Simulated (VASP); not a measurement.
# NaCl (F-43m) in VASP: notebook

NaCl is run at these levels: PBE; tasks: single point.

Program: VASP 6.6.1. These are calculated values, not measurements. Logs are shortened: lines on timing, memory, paths and dates and some standing lists are left out, and cuts for length are marked.

## (1) The cell of the first run

It takes space group F-43m (No. 216, cubic). The conventional cell has a = 5.829 Å, b = 5.829 Å, c = 5.829 Å, α = 90.00°, β = 90.00°, γ = 90.00°. Within 3.3 Å of Na (site symmetry -43m) lie 4 Cl at 2.52 Å. Cl (site symmetry -43m) has 4 Na at 2.52 Å within 3.3 Å.

## (2) Single point, PBE

File INCAR:

```
ALGO = Normal ; EDIFF = 1E-6
ENCUT = 520 ; GGA = PE
ISIF = 2 ; ISMEAR = 0
LASPH = True ; LCHARG = False
LREAL = False ; LWAVE = False
NBANDS = 14 ; NELM = 60
PREC = Accurate ; SIGMA = 0.1
```

File KPOINTS:

```
k-points
0
Gamma
  6 6 6
```

File POSCAR:

```
NaCl
1.0
    0.0000000000      2.9143486900      2.9143486900
    2.9143486900      0.0000000000      2.9143486900
    2.9143486900      2.9143486900      0.0000000000
Na Cl
1 1
Direct
    0.2500000000      0.2500000000      0.2500000000
    0.5000000000      0.5000000000      0.5000000000
```

Potentials or basis: VASP PAW PBE potentials, release 64 (Na_pv, Cl).

Run with:

```
$ cat potpaw_PBE.64/Na_pv/POTCAR potpaw_PBE.64/Cl/POTCAR > POTCAR
$ mpirun -np 1 vasp_std > vasp.out
```

OUTCAR:

```text
EDIFF = 1E-6
   ENCUT = 520
   GGA = PE
   ISIF = 2
   ISMEAR = 0
   LASPH = True
   LREAL = False
   NELM = 60
   PREC = Accurate

 ion  position               nearest neighbor table
   1  0.250  0.250  0.250-   2 2.52   2 2.52   2 2.52   2 2.52
   2  0.500  0.500  0.500-   1 2.52   1 2.52   1 2.52   1 2.52

  LATTYP: Found a face centered cubic cell.
 ALAT       =     5.8286973800

  Lattice vectors:

 A1 = (   0.0000000000,   2.9143486900,   2.9143486900)
 A2 = (   2.9143486900,   0.0000000000,   2.9143486900)
 A3 = (   2.9143486900,   2.9143486900,   0.0000000000)

Analysis of symmetry for initial positions (statically):
=====================================================================
 Subroutine PRICEL returns:
 Original cell was already a primitive cell.

 Routine SETGRP: Setting up the symmetry group for a
 face centered cubic supercell.

 Subroutine GETGRP returns: Found 24 space group operations
 (whereof 24 operations were pure point group operations)
 out of a pool of 48 trial point group operations.

The static configuration has the point symmetry T_d .

Analysis of symmetry for dynamics (positions and initial velocities):
=====================================================================
 Subroutine PRICEL returns:
 Original cell was already a primitive cell.

 Routine SETGRP: Setting up the symmetry group for a
 face centered cubic supercell.

 Subroutine GETGRP returns: Found 24 space group operations
 (whereof 24 operations were pure point group operations)
 out of a pool of 48 trial point group operations.

The dynamic configuration has the point symmetry T_d .

 Subroutine INISYM returns: Found 24 space group operations
 (whereof 24 operations are pure point group operations),
 and found     1 'primitive' translations

----------------------------------------------------------------------------------------

                                     Primitive cell

  volume of cell :      49.5056

  direct lattice vectors                    reciprocal lattice vectors
     0.000000000  2.914348690  2.914348690    -0.171564920  0.171564920  0.171564920
     2.914348690  0.000000000  2.914348690     0.171564920 -0.171564920  0.171564920
     2.914348690  2.914348690  0.000000000     0.171564920  0.171564920 -0.171564920

  length of vectors
     4.121511443  4.121511443  4.121511443     0.297159158  0.297159158  0.297159158

  position of ions in fractional coordinates (direct lattice)
     0.250000000  0.250000000  0.250000000
     0.500000000  0.500000000  0.500000000

  ion indices of the primitive-cell ions
   primitive index   ion index
                 1           1
                 2           2

----------------------------------------------------------------------------------------

 KPOINTS: k-points

Automatic generation of k-mesh.
 Grid dimensions read from file:
 generate k-points for:    6    6    6

 Generating k-lattice:

  Cartesian coordinates                     Fractional coordinates (reciprocal lattice)
    -0.028594153  0.028594153  0.028594153     0.166666667  0.000000000  0.000000000
     0.028594153 -0.028594153  0.028594153     0.000000000  0.166666667  0.000000000
     0.028594153  0.028594153 -0.028594153     0.000000000  0.000000000  0.166666667

  Length of vectors
     0.049526526  0.049526526  0.049526526

  Shift w.r.t. Gamma in fractional coordinates (k-lattice)
     0.000000000  0.000000000  0.000000000

 Subroutine IBZKPT returns following result:
 ===========================================

 Found     16 irreducible k-points:

 Following reciprocal coordinates:
            Coordinates               Weight
  0.000000  0.000000  0.000000      1.000000
  0.166667  0.000000  0.000000      8.000000
  0.333333  0.000000  0.000000      8.000000
  0.500000  0.000000  0.000000      4.000000
  0.166667  0.166667  0.000000      6.000000
  0.333333  0.166667  0.000000     24.000000
[... 8 lines left out ...]
 -0.333333  0.333333  0.166667     24.000000
 -0.333333  0.500000  0.166667     12.000000
   k-points           NKPTS =     16   k-points in BZ     NKDIM =     16   number of bands    NBANDS=     14
   number of dos      NEDOS =    301   number of ions     NIONS =      2
   total plane-waves  NPLWV =  32768
   dimension x,y,z NGX =    32 NGY =   32 NGZ =   32
   dimension x,y,z NGXF=    64 NGYF=   64 NGZF=   64
   ions per type =               1   1
   NGX,Y,Z   is equivalent  to a cutoff of  12.91, 12.91, 12.91 a.u.
   NGXF,Y,Z  is equivalent  to a cutoff of  25.82, 25.82, 25.82 a.u.
 SYSTEM =  unknown system
   PREC   = accura    normal or accurate (medium, high low for compatibility)
   ISTART =      0    job   : 0-new  1-cont  2-samecut
   ICHARG =      2    charge: 1-file 2-atom 10-const
   ISPIN  =      1    spin polarized calculation?
   LNONCOLLINEAR =      F non collinear calculations
   LSORBIT =      F    spin-orbit coupling
   LASPH  =      T    aspherical Exc in radial PAW
   ENCUT  =  520.0 eV  38.22 Ry    6.18 a.u.   7.66  7.66  7.66*2*pi/ulx,y,z
   NELM   =     60;   NELMIN=  2; NELMDL= -5     # of ELM steps
   EDIFF  = 0.1E-05   stopping-criterion for ELM
   LREAL  =      F    real-space projection
   EDIFFG = 0.1E-04   stopping-criterion for IOM
   NSW    =      0    number of steps for IOM
   IBRION =     -1    ionic relax: 0-MD 1-quasi-New 2-CG
   NFREE  =      0    steps in history (QN), initial steepest desc. (CG)
   ISIF   =      2    stress and relaxation
   ISYM   =      2    0-nonsym 1-usesym 2-fastsym
   POTIM  = 0.5000    time-step for ionic-motion
   TEBEG  =    0.0;   TEEND  =   0.0 temperature during run
   PSTRESS=    0.0 pullay stress
   NELECT =      14.0000    total number of electrons
   NUPDOWN=      -1.0000    fix difference up-down
   EMIN   =  10.00;   EMAX   =-10.00  energy-range for DOS
   EFERMI =   0.00;   METHOD = LEGACY
   ISMEAR =     0;   SIGMA  =   0.10  broadening in eV -4-tet -1-fermi 0-gaus
   EFERMI_NEDOS =   21; number of points for ismear=-14 and -15
   IALGO  =     38    algorithm
   IMIX   =      4    mixing-type and parameters
     AMIX     =   0.40;   BMIX     =  1.00
     AMIX_MAG =   1.60;   BMIX_MAG =  1.00
  volume/ion in A,a.u.               =      24.75       167.04
  Fermi-wavevector in a.u.,A,eV,Ry     =   1.074565  2.030633 15.710509  1.154690
  Thomas-Fermi vector in A             =   2.210397
   LORBIT       =      0    0 simple, 1 ext, 2 COOP (PROOUT), +10 PAW based schemes
   GGA     = PE    functional components
   LHFCALC =     F    Hartree Fock is set to
   AEXX    =    0.0000 exact exchange contribution
   IVDW    =     0    specifies the selected vdW correction
   LEPSILON=     F    determine dielectric tensor
   LRPA    =     F    only Hartree local field effects (RPA)
 non-spin polarized calculation
 Gauss-broadening in eV      SIGMA  =   0.10
  energy-cutoff  :      520.00
  volume of cell :       49.51
 maximum number of plane-waves:      1363
 NGX is ok and might be reduce to    32
   NGX = 15   NGY = 15   NGZ = 15

 number of electron      13.9999998 magnetization

 Free energy of the ion-electron system (eV)
  ---------------------------------------------------
  ext. energy  EPLUGINS =         0.00000000
  ---------------------------------------------------
  free energy    TOTEN  =        -6.46906362 eV

  energy without entropy =       -6.46906362  energy(sigma->0) =       -6.46906362

 E-fermi :  -1.2060     XC(G=0):  -7.5260

 val. band max:       -1.6425454731   @ k =   0.0000   0.0000   0.0000
 cond. band min:       3.7450773699   @ k =   0.0000   0.0000   0.0000
 fundamental gap:      5.3876228430
 Fermi energy:        -1.2059892175

 k-point     1 :       0.0000    0.0000    0.0000
  band No.  band energies     occupation
      1     -21.8587      2.00000
      2     -21.8587      2.00000
      3     -21.8587      2.00000
      4     -13.9919      2.00000
      5      -1.6425      2.00000
      6      -1.6425      2.00000
      7      -1.6425      2.00000
      8       3.7451      0.00000
      9      10.1256      0.00000
     10      10.1256      0.00000
     11      10.1256      0.00000
     12      11.8315      0.00000
     13      11.8315      0.00000
     14      14.9382      0.00000

 k-point     2 :       0.1667    0.0000    0.0000
  band No.  band energies     occupation
      1     -21.8672      2.00000
      2     -21.8595      2.00000
      3     -21.8595      2.00000
      4     -13.9302      2.00000
      5      -2.0635      2.00000
      6      -1.6711      2.00000
      7      -1.6711      2.00000
      8       4.4517      0.00000
      9       9.5313      0.00000
     10      10.2313      0.00000
     11      10.2313      0.00000
     12      11.4280      0.00000
     13      11.4280      0.00000
     14      13.8088      0.00000

 k-point     3 :       0.3333    0.0000    0.0000
  band No.  band energies     occupation
      1     -21.8842      2.00000
      2     -21.8613      2.00000
      3     -21.8613      2.00000
      4     -13.8043      2.00000
      5      -2.7361      2.00000
      6      -1.7266      2.00000
      7      -1.7266      2.00000
      8       5.7724      0.00000
      9       8.5955      0.00000
     10       9.6958      0.00000
     11       9.6958      0.00000
     12      12.4456      0.00000
     13      12.4456      0.00000
     14      13.2927      0.00000

 k-point     4 :       0.5000    0.0000    0.0000
  band No.  band energies     occupation
      1     -21.8925      2.00000
      2     -21.8622      2.00000
      3     -21.8622      2.00000
      4     -13.7400      2.00000
      5      -3.0215      2.00000
      6      -1.7537      2.00000
      7      -1.7537      2.00000
      8       6.4690      0.00000
      9       8.1064      0.00000
     10       9.3989      0.00000
     11       9.3990      0.00000
     12      13.9251      0.00000
     13      13.9251      0.00000
     14      13.9558      0.00000

 k-point     5 :       0.1667    0.1667    0.0000
  band No.  band energies     occupation
      1     -21.8681      2.00000
      2     -21.8608      2.00000
      3     -21.8608      2.00000
      4     -13.9099      2.00000
      5      -2.0689      2.00000
      6      -1.7418      2.00000
      7      -1.7418      2.00000
      8       4.6554      0.00000
      9       9.2762      0.00000
     10      10.1032      0.00000
     11      10.5254      0.00000
[... 140 lines left out ...]
 k-point    14 :       0.5000    0.3333    0.1667
  band No.  band energies     occupation
      1     -21.8879      2.00000
      2     -21.8681      2.00000
      3     -21.8641      2.00000
      4     -13.7219      2.00000
      5      -2.6852      2.00000
      6      -2.1399      2.00000
      7      -1.8742      2.00000
      8       6.3702      0.00000
      9       8.1359      0.00000
     10       8.9128      0.00000
     11      10.6196      0.00000
     12      11.9702      0.00000
     13      14.3424      0.00000
     14      14.7066      0.00000

 k-point    15 :      -0.3333    0.3333    0.1667
  band No.  band energies     occupation
      1     -21.8909      2.00000
      2     -21.8705      2.00000
      3     -21.8653      2.00000
      4     -13.6796      2.00000
      5      -2.6826      2.00000
      6      -2.3208      2.00000
      7      -1.9429      2.00000
      8       6.7118      0.00000
      9       7.8886      0.00000
     10       9.2471      0.00000
     11      10.3514      0.00000
     12      12.5942      0.00000
     13      13.7071      0.00000
     14      14.7125      0.00000

 k-point    16 :      -0.3333    0.5000    0.1667
  band No.  band energies     occupation
      1     -21.8927      2.00000
      2     -21.8700      2.00000
      3     -21.8673      2.00000
      4     -13.6593      2.00000
      5      -2.7013      2.00000
      6      -2.2624      2.00000
      7      -2.0694      2.00000
      8       6.1134      0.00000
      9       8.1509      0.00000
     10       9.8262      0.00000
     11      10.3827      0.00000
     12      13.2600      0.00000
     13      14.3039      0.00000
     14      14.7492      0.00000

------------------------ aborting loop because EDIFF is reached ----------------------------------------

  FORCE on cell =-STRESS in cart. coord.  units (eV):
  Direction    XX          YY          ZZ          XY          YZ          ZX
  --------------------------------------------------------------------------------------
  -------------------------------------------------------------------------------------
  Total        1.7720755      1.7720755      1.7720755      0.0000000     -0.0000000     -0.0000000
  in kB       57.3506395     57.3506395     57.3506395      0.0000000     -0.0000000     -0.0000000
  external PRESSURE =      57.3506395 kB  Pullay stress =       0.0000000 kB

 VOLUME and BASIS-vectors are now :
 -----------------------------------------------------------------------------
  energy-cutoff  :      520.00
  volume of cell :       49.51
      direct lattice vectors                 reciprocal lattice vectors
     0.000000000  2.914348690  2.914348690    -0.171564920  0.171564920  0.171564920
     2.914348690  0.000000000  2.914348690     0.171564920 -0.171564920  0.171564920
     2.914348690  2.914348690  0.000000000     0.171564920  0.171564920 -0.171564920

 POSITION                                       TOTAL-FORCE (eV/Angst)
 -----------------------------------------------------------------------------------
      1.45717      1.45717      1.45717         0.000000      0.000000     -0.000000
      2.91435      2.91435      2.91435        -0.000000     -0.000000      0.000000
 -----------------------------------------------------------------------------------
    total drift:                               -0.000001     -0.000001     -0.000001

  FREE ENERGIE OF THE ION-ELECTRON SYSTEM (eV)
  ---------------------------------------------------
  free  energy   TOTEN  =        -6.4690636207 eV

  energy  without entropy=       -6.4690636207  energy(sigma->0) =       -6.46906362
```

Wall time 11 s (1 thread of Intel Xeon Platinum 8488C (Sapphire Rapids), shared host); peak memory 0.16 GiB.

Results:

| Property | Result |
| --- | --- |
| Free energy | -6.4691 eV |
| Pressure | 5.7 GPa |
| Band gap on the k mesh | 5.39 eV, direct |

Levels at points of the mesh, in eV from the valence-band top:
```tsv
k point	band 3	band 4	band 5	band 6	band 7	band 8	band 9	band 10	band 11	band 12
(0.00, 0.00, 0.00)	-20.22	-12.35	0.00	0.00	0.00	5.39	11.77	11.77	11.77	13.47
(0.50, 0.00, 0.00)	-20.22	-12.10	-1.38	-0.11	-0.11	8.11	9.75	11.04	11.04	15.57
(0.50, 0.50, 0.00)	-20.22	-12.02	-1.26	-0.38	-0.38	7.12	9.35	12.03	14.43	14.43
```

Expect the measured gap to be larger: semilocal functionals such as PBE lack the derivative discontinuity.

## (3) Single point, PBE

This run uses another cell than the first one, of 30.54 Å³/atom, 1.234 times its volume.

File INCAR:

```
PREC = Accurate
ENCUT = 520
EDIFF = 1E-6
ISMEAR = 0
SIGMA = 0.1
LREAL = False
LASPH = True
NELM = 60
ALGO = Normal
ISIF = 2
LWAVE = False
LCHARG = False
GGA = PE
NBANDS = 14
```

File KPOINTS:

```
regular mesh
0
Gamma
  6 6 6
```

File POSCAR:

```
NaCl
1.0
    0.0000000000      3.1257287305      3.1257287305
    3.1257287305      0.0000000000      3.1257287305
    3.1257287305      3.1257287305      0.0000000000
Na Cl
1 1
Direct
    0.2500000000      0.2500000000      0.2500000000
    0.5000000000      0.5000000000      0.5000000000
```

Potentials or basis: VASP PAW PBE potentials, release 64 (Na_pv, Cl).

Run with:

```
$ cat potpaw_PBE.64/Na_pv/POTCAR potpaw_PBE.64/Cl/POTCAR > POTCAR
$ mpirun -np 1 vasp_std > vasp.out
```

Wall time 12 s (1 thread of Intel Xeon Platinum 8488C (Sapphire Rapids), shared host); peak memory 0.19 GiB.

The run converged. Its results:

- Free energy: -6.6430 eV
- Pressure: 0.0 GPa
- Band gap on the k mesh: 4.85 eV, direct

Levels at points of the mesh, in eV from the valence-band top:
```csv
k point,band 4,band 5,band 6,band 7,band 8,band 9,band 10,band 11
"(0.00, 0.00, 0.00)",-12.08,0.00,0.00,0.00,4.85,11.10,11.10,11.10
"(0.50, 0.00, 0.00)",-11.95,-1.00,-0.09,-0.09,7.46,8.75,10.57,10.57
"(0.50, 0.50, 0.00)",-11.91,-0.91,-0.29,-0.29,7.01,9.00,10.34,12.91
```
